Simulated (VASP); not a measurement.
# SrTiO3 (Pm-3m) in VASP: single point with PBEsol

Aim: the single point of SrTiO3 with PBEsol.

All numbers are computed with VASP 6.6.1; they aren't measurements. Logs are shortened: lines on timing, memory, paths and dates and some standing lists are left out, and cuts for length are marked.

### 1 The cell of the first run

It takes space group Pm-3m (No. 221, cubic). The conventional cell has a = 3.891 Å, b = 3.891 Å, c = 3.891 Å, α = 90.00°, β = 90.00°, γ = 90.00°. Within 3.6 Å of Sr (site symmetry m-3m) lie 12 O at 2.75 Å and 8 Ti at 3.37 Å. Ti (site symmetry m-3m) has 6 O at 1.95 Å within 2.6 Å. Within 2.6 Å of O (site symmetry 4/mmm) lie 2 Ti at 1.95 Å.

### 2 Single point, PBEsol

INCAR

```
SYSTEM = SrTiO3
  ALGO = Normal
  EDIFF = 1E-7
  ENCUT = 520
  GGA = PS
  ISIF = 2
  ISMEAR = 0
  LASPH = .True.
  LCHARG = .True.
  LELF = .True.
  LREAL = .False.
  LVHAR = .True.
  LWAVE = .False.
  NBANDS = 28
  NELM = 100
  PREC = Accurate
  SIGMA = 0.02
```

KPOINTS

```
k-points
0
Gamma
  8 8 8
  0 0 0
```

POSCAR

```
SrTiO3
1.0
    3.8911201355      0.0000000000      0.0000000000
    0.0000000000      3.8911201355      0.0000000000
    0.0000000000      0.0000000000      3.8911201355
Sr Ti O
1 1 3
Direct
    0.0000000000      0.0000000000      0.0000000000
    0.5000000000      0.5000000000      0.5000000000
    0.0000000000      0.5000000000      0.5000000000
    0.5000000000      0.0000000000      0.5000000000
    0.5000000000      0.5000000000      0.0000000000
```

Potentials or basis: VASP PAW PBE potentials, release 64 (Sr_sv, Ti_sv, O).

Started as:

```
cat potpaw_PBE.64/Sr_sv/POTCAR potpaw_PBE.64/Ti_sv/POTCAR potpaw_PBE.64/O/POTCAR > POTCAR
mpirun -np 1 vasp_std > vasp.out
```

OUTCAR:

```text
SYSTEM = SrTiO3
   EDIFF = 1E-7
   ENCUT = 520
   GGA = PS
   ISIF = 2
   ISMEAR = 0
   LASPH = .True.
   LREAL = .False.
   NELM = 100
   PREC = Accurate

 ion  position               nearest neighbor table
   1  0.000  0.000  0.000-   3 2.75   4 2.75   5 2.75   3 2.75   4 2.75   3 2.75   5 2.75   3 2.75
                             4 2.75   5 2.75   4 2.75   5 2.75   2 3.37   2 3.37   2 3.37   2 3.37
   2  0.500  0.500  0.500-   3 1.95   4 1.95   5 1.95   5 1.95   4 1.95   3 1.95   1 3.37   1 3.37
                             1 3.37   1 3.37   1 3.37   1 3.37   1 3.37   1 3.37
   3  0.000  0.500  0.500-   2 1.95   2 1.95   1 2.75   1 2.75   1 2.75   1 2.75
   4  0.500  0.000  0.500-   2 1.95   2 1.95   1 2.75   1 2.75   1 2.75   1 2.75
   5  0.500  0.500  0.000-   2 1.95   2 1.95   1 2.75   1 2.75   1 2.75   1 2.75

  LATTYP: Found a simple cubic cell.
 ALAT       =     3.8911201355

  Lattice vectors:

 A1 = (   3.8911201355,   0.0000000000,   0.0000000000)
 A2 = (   0.0000000000,   3.8911201355,   0.0000000000)
 A3 = (   0.0000000000,   0.0000000000,   3.8911201355)

Analysis of symmetry for initial positions (statically):
=====================================================================
 Subroutine PRICEL returns:
 Original cell was already a primitive cell.

 Routine SETGRP: Setting up the symmetry group for a
 simple cubic supercell.

 Subroutine GETGRP returns: Found 48 space group operations
 (whereof 48 operations were pure point group operations)
 out of a pool of 48 trial point group operations.

The static configuration has the point symmetry O_h .

Analysis of symmetry for dynamics (positions and initial velocities):
=====================================================================
 Subroutine PRICEL returns:
 Original cell was already a primitive cell.

 Routine SETGRP: Setting up the symmetry group for a
 simple cubic supercell.

 Subroutine GETGRP returns: Found 48 space group operations
 (whereof 48 operations were pure point group operations)
 out of a pool of 48 trial point group operations.

The dynamic configuration has the point symmetry O_h .

 Subroutine INISYM returns: Found 48 space group operations
 (whereof 48 operations are pure point group operations),
 and found     1 'primitive' translations

----------------------------------------------------------------------------------------

                                     Primitive cell

  volume of cell :      58.9147

  direct lattice vectors                    reciprocal lattice vectors
     3.891120136  0.000000000  0.000000000     0.256995406  0.000000000  0.000000000
     0.000000000  3.891120136  0.000000000     0.000000000  0.256995406  0.000000000
     0.000000000  0.000000000  3.891120136     0.000000000  0.000000000  0.256995406

  length of vectors
     3.891120136  3.891120136  3.891120136     0.256995406  0.256995406  0.256995406

  position of ions in fractional coordinates (direct lattice)
     0.000000000  0.000000000  0.000000000
     0.500000000  0.500000000  0.500000000
     0.000000000  0.500000000  0.500000000
     0.500000000  0.000000000  0.500000000
     0.500000000  0.500000000  0.000000000

  ion indices of the primitive-cell ions
   primitive index   ion index
                 1           1
                 2           2
                 3           3
                 4           4
                 5           5

----------------------------------------------------------------------------------------

 KPOINTS: k-points

Automatic generation of k-mesh.
 Grid dimensions read from file:
 generate k-points for:    8    8    8

 Generating k-lattice:

  Cartesian coordinates                     Fractional coordinates (reciprocal lattice)
     0.032124426  0.000000000  0.000000000     0.125000000  0.000000000  0.000000000
     0.000000000  0.032124426  0.000000000     0.000000000  0.125000000  0.000000000
     0.000000000  0.000000000  0.032124426     0.000000000  0.000000000  0.125000000

  Length of vectors
     0.032124426  0.032124426  0.032124426

  Shift w.r.t. Gamma in fractional coordinates (k-lattice)
     0.000000000  0.000000000  0.000000000

 Subroutine IBZKPT returns following result:
 ===========================================

 Found     35 irreducible k-points:

 Following reciprocal coordinates:
            Coordinates               Weight
  0.000000  0.000000  0.000000      1.000000
  0.125000  0.000000  0.000000      6.000000
  0.250000  0.000000  0.000000      6.000000
  0.375000  0.000000  0.000000      6.000000
  0.500000  0.000000  0.000000      3.000000
  0.125000  0.125000  0.000000     12.000000
[... 16 lines left out ...]
  0.375000  0.375000  0.125000     24.000000
  0.500000  0.375000  0.125000     24.000000
 [... further k-points ...]
   k-points           NKPTS =     35   k-points in BZ     NKDIM =     35   number of bands    NBANDS=     28
   number of dos      NEDOS =    301   number of ions     NIONS =      5
   total plane-waves  NPLWV =  27000
   dimension x,y,z NGX =    30 NGY =   30 NGZ =   30
   dimension x,y,z NGXF=    60 NGYF=   60 NGZF=   60
   ions per type =               1   1   3
   NGX,Y,Z   is equivalent  to a cutoff of  12.82, 12.82, 12.82 a.u.
   NGXF,Y,Z  is equivalent  to a cutoff of  25.63, 25.63, 25.63 a.u.
 SYSTEM =  SrTiO3
   PREC   = accura    normal or accurate (medium, high low for compatibility)
   ISTART =      0    job   : 0-new  1-cont  2-samecut
   ICHARG =      2    charge: 1-file 2-atom 10-const
   ISPIN  =      1    spin polarized calculation?
   LNONCOLLINEAR =      F non collinear calculations
   LSORBIT =      F    spin-orbit coupling
   LASPH  =      T    aspherical Exc in radial PAW
   ENCUT  =  520.0 eV  38.22 Ry    6.18 a.u.   7.23  7.23  7.23*2*pi/ulx,y,z
   NELM   =    100;   NELMIN=  2; NELMDL= -5     # of ELM steps
   EDIFF  = 0.1E-06   stopping-criterion for ELM
   LREAL  =      F    real-space projection
   EDIFFG = 0.1E-05   stopping-criterion for IOM
   NSW    =      0    number of steps for IOM
   IBRION =     -1    ionic relax: 0-MD 1-quasi-New 2-CG
   NFREE  =      0    steps in history (QN), initial steepest desc. (CG)
   ISIF   =      2    stress and relaxation
   ISYM   =      2    0-nonsym 1-usesym 2-fastsym
   POTIM  = 0.5000    time-step for ionic-motion
   TEBEG  =    0.0;   TEEND  =   0.0 temperature during run
   PSTRESS=    0.0 pullay stress
   NELECT =      40.0000    total number of electrons
   NUPDOWN=      -1.0000    fix difference up-down
   EMIN   =  10.00;   EMAX   =-10.00  energy-range for DOS
   EFERMI =   0.00;   METHOD = LEGACY
   ISMEAR =     0;   SIGMA  =   0.02  broadening in eV -4-tet -1-fermi 0-gaus
   EFERMI_NEDOS =   21; number of points for ismear=-14 and -15
   IALGO  =     38    algorithm
   IMIX   =      4    mixing-type and parameters
     AMIX     =   0.40;   BMIX     =  1.00
     AMIX_MAG =   1.60;   BMIX_MAG =  1.00
  volume/ion in A,a.u.               =      11.78        79.52
  Fermi-wavevector in a.u.,A,eV,Ry     =   1.438865  2.719061 28.168602  2.070334
  Thomas-Fermi vector in A             =   2.557785
   LORBIT       =      0    0 simple, 1 ext, 2 COOP (PROOUT), +10 PAW based schemes
   GGA     = PS    functional components
   LHFCALC =     F    Hartree Fock is set to
   AEXX    =    0.0000 exact exchange contribution
   IVDW    =     0    specifies the selected vdW correction
   LEPSILON=     F    determine dielectric tensor
   LRPA    =     F    only Hartree local field effects (RPA)
 non-spin polarized calculation
 Gauss-broadening in eV      SIGMA  =   0.02
  energy-cutoff  :      520.00
  volume of cell :       58.91
 maximum number of plane-waves:      1622
 NGX is ok and might be reduce to    30
   NGX = 15   NGY = 15   NGZ = 15

 number of electron      40.0000013 magnetization

 Free energy of the ion-electron system (eV)
  ---------------------------------------------------
  ext. energy  EPLUGINS =         0.00000000
  ---------------------------------------------------
  free energy    TOTEN  =       -42.01575950 eV

  energy without entropy =      -42.01575950  energy(sigma->0) =      -42.01575950

 E-fermi :   4.2920     XC(G=0): -11.5968

 val. band max:        4.1136944160   @ k =   0.5000   0.5000   0.5000
 cond. band min:       5.9335984875   @ k =   0.0000   0.0000   0.0000
 fundamental gap:      1.8199040715
 Fermi energy:         4.2920421835

 k-point     1 :       0.0000    0.0000    0.0000
  band No.  band energies     occupation
      1     -52.0426      2.00000
      2     -28.4997      2.00000
      3     -28.4120      2.00000
      4     -28.4120      2.00000
      5     -28.4120      2.00000
      6     -13.2852      2.00000
[... 20 lines left out ...]
     27       9.4021      0.00000
     28      10.2271      0.00000

 k-point     2 :       0.1250    0.0000    0.0000
  band No.  band energies     occupation
      1     -52.0424      2.00000
      2     -28.5191      2.00000
      3     -28.4115      2.00000
      4     -28.4115      2.00000
      5     -28.4000      2.00000
      6     -13.2919      2.00000
[... 20 lines left out ...]
     27       9.6889      0.00000
     28      10.6073      0.00000

 k-point     3 :       0.2500    0.0000    0.0000
  band No.  band energies     occupation
      1     -52.0418      2.00000
      2     -28.5573      2.00000
      3     -28.4104      2.00000
      4     -28.4104      2.00000
      5     -28.3797      2.00000
      6     -13.3604      2.00000
[... 20 lines left out ...]
     27      10.3789      0.00000
     28      11.6377      0.00000

 k-point     4 :       0.3750    0.0000    0.0000
  band No.  band energies     occupation
      1     -52.0412      2.00000
      2     -28.5905      2.00000
      3     -28.4092      2.00000
      4     -28.4092      2.00000
      5     -28.3640      2.00000
      6     -13.4710      2.00000
[... 578 lines left out ...]
     27      12.2350      0.00000
     28      12.5441      0.00000

 k-point    23 :       0.3750    0.3750    0.1250
  band No.  band energies     occupation
      1     -52.0395      2.00000
      2     -28.5233      2.00000
      3     -28.4751      2.00000
      4     -28.4200      2.00000
      5     -28.4057      2.00000
      6     -12.8640      2.00000
[... 20 lines left out ...]
     27      12.3129      0.00000
     28      12.7673      0.00000

 k-point    24 :       0.5000    0.3750    0.1250
  band No.  band energies     occupation
      1     -52.0393      2.00000
      2     -28.5161      2.00000
      3     -28.4747      2.00000
      4     -28.4231      2.00000
      5     -28.4175      2.00000
      6     -12.7723      2.00000
[... 20 lines left out ...]
     27      12.3679      0.00000
     28      12.8760      0.00000

 [... further k-points ...]

------------------------ aborting loop because EDIFF is reached ----------------------------------------

  FORCE on cell =-STRESS in cart. coord.  units (eV):
  Direction    XX          YY          ZZ          XY          YZ          ZX
  --------------------------------------------------------------------------------------
  -------------------------------------------------------------------------------------
  Total        0.2478309      0.2478309      0.2478309      0.0000000      0.0000000      0.0000000
  in kB        6.7397228      6.7397228      6.7397228      0.0000000      0.0000000      0.0000000
  external PRESSURE =       6.7397228 kB  Pullay stress =       0.0000000 kB

 VOLUME and BASIS-vectors are now :
 -----------------------------------------------------------------------------
  energy-cutoff  :      520.00
  volume of cell :       58.91
      direct lattice vectors                 reciprocal lattice vectors
     3.891120136  0.000000000  0.000000000     0.256995406  0.000000000  0.000000000
     0.000000000  3.891120136  0.000000000     0.000000000  0.256995406  0.000000000
     0.000000000  0.000000000  3.891120136     0.000000000  0.000000000  0.256995406

 POSITION                                       TOTAL-FORCE (eV/Angst)
 -----------------------------------------------------------------------------------
      0.00000      0.00000      0.00000         0.000000      0.000000      0.000000
      1.94556      1.94556      1.94556         0.000000      0.000000      0.000000
      0.00000      1.94556      1.94556         0.000000      0.000000      0.000000
      1.94556      0.00000      1.94556         0.000000      0.000000      0.000000
      1.94556      1.94556      0.00000         0.000000      0.000000      0.000000
 -----------------------------------------------------------------------------------
    total drift:                                0.000000      0.000000     -0.000000

  FREE ENERGIE OF THE ION-ELECTRON SYSTEM (eV)
  ---------------------------------------------------
  free  energy   TOTEN  =       -42.0157594970 eV

  energy  without entropy=      -42.0157594970  energy(sigma->0) =      -42.01575950
```

Run time: 45 s. Hardware: 1 thread of AMD EPYC 7R13 (Zen 3), shared host; peak memory 0.18 GiB.

What came out:

- Free energy: -42.0158 eV
- Pressure: 0.7 GPa
- Band gap on the k mesh: 1.82 eV (least direct gap 2.17 eV)

Levels at points of the mesh, in eV from the valence-band top:
```csv
k point,band 16,band 17,band 18,band 19,band 20,band 21,band 22,band 23,band 24,band 25
"(0.00, 0.00, 0.00)",-1.21,-1.21,-0.35,-0.35,-0.35,1.82,1.82,1.82,4.41,4.41
"(0.50, 0.00, 0.00)",-2.42,-2.42,-2.07,-0.74,-0.74,2.00,3.83,3.83,4.43,6.66
"(0.50, 0.50, 0.00)",-2.95,-1.74,-1.60,-1.60,-0.10,3.84,3.84,4.30,5.41,7.90
"(0.50, 0.50, 0.50)",-3.81,-3.81,0.00,0.00,0.00,4.54,4.54,4.54,6.90,6.90
```

Caveat: the PAW data sets were made with another functional, which shifts forces and pressure a little. A k mesh can miss the band edges.
